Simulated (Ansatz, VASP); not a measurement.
# Zn3SeS2: VASP beside Ansatz

The input INCAR:

```
PREC = Accurate
ENCUT = 520
EDIFF = 1E-7
ISMEAR = 0
SIGMA = 0.1
LREAL = False
LASPH = True
NELM = 60
ALGO = Normal
ISIF = 2
LWAVE = False
LCHARG = True
GGA = PE
LELF = True
LVHAR = True
NBANDS = 36
```

Contents of KPOINTS:

```
regular mesh
0
Gamma
  6 6 2
```

The input POSCAR:

```
Zn3SeS2
1.0
    3.8328771300      0.0000000000      0.0000000000
   -1.9164385600      3.3193689600      0.0000000000
    0.0000000000      0.0000000000      9.3885932100
Zn Se S
3 1 2
Direct
    0.0000000000      0.0000000000      0.0000000000
    0.6666666700      0.3333333300      0.3333333300
    0.3333333300      0.6666666700      0.6666666700
    0.0000000000      0.0000000000      0.7500000000
    0.6666666700      0.3333333300      0.0833333300
    0.3333333300      0.6666666700      0.4166666700
```

Input for Ansatz:

```yaml
crystal:
  lattice:
    - [3.83287713, 0.0, 0.0]
    - [-1.91643856, 3.31936896, 0.0]
    - [0.0, 0.0, 9.38859321]
  atoms:
    - { symbol: Zn, position: [0.0, 0.0, 0.0] }
    - { symbol: Zn, position: [0.66666667, 0.33333333, 0.33333333] }
    - { symbol: Zn, position: [0.33333333, 0.66666667, 0.66666667] }
    - { symbol: Se, position: [0.0, 0.0, 0.75] }
    - { symbol: S, position: [0.66666667, 0.33333333, 0.08333333] }
    - { symbol: S, position: [0.33333333, 0.66666667, 0.41666667] }
basis:
  ecutwfc: 420
kpoints:
  mp_grid: { grid: [6, 6, 2] }
hamiltonian:
  xc: pbe
scf:
  occupations: { method: gaussian, width: 0.1 }
  lower_state_search: "off"
output:
  forces: true
  stress: true
  eigenvalues: true
```

Alike in both runs: task single point; functional PBE; k mesh 6 × 6 × 2; occupations gaussian, width 0.1 eV; no spin polarisation.

|  | VASP | Ansatz |
| --- | --- | --- |
| version | VASP 6.6.1 | Ansatz 0.2.0 |
| potentials or method | VASP PAW PBE potentials, release 64 (Zn, Se, S), cutoff 520 eV | scalar-relativistic, plane waves, PAW |
| valence electrons in the cell | 54 | 64 |

VASP gave:

| Property | Result |
| --- | --- |
| gap on the k mesh at the Fermi level (eV) | 1.94 |
| least direct gap on the mesh (eV) | 1.94 |
| pressure (GPa) | 5.5 |
| traceless stress, the component that is largest in VASP (GPa) | -0.11 |
| rms of the force components (eV/Å) | 0.261 |

Q: Which values does Ansatz return?

A: gap on the k mesh at the Fermi level (eV): 1.93; least direct gap on the mesh (eV): 1.93; pressure (GPa): 5.2; traceless stress, the component that is largest in VASP (GPa): -0.11; rms of the force components (eV/Å): 0.256.

Atom by atom the forces differ by 0.005 eV/Å (rms over components). The functional is the same, so the differences come from potentials, cutoffs and numerics. VASP's potentials hold 54 valence electrons a cell and Ansatz's 64, so a difference there can come from the potentials and not from the codes.
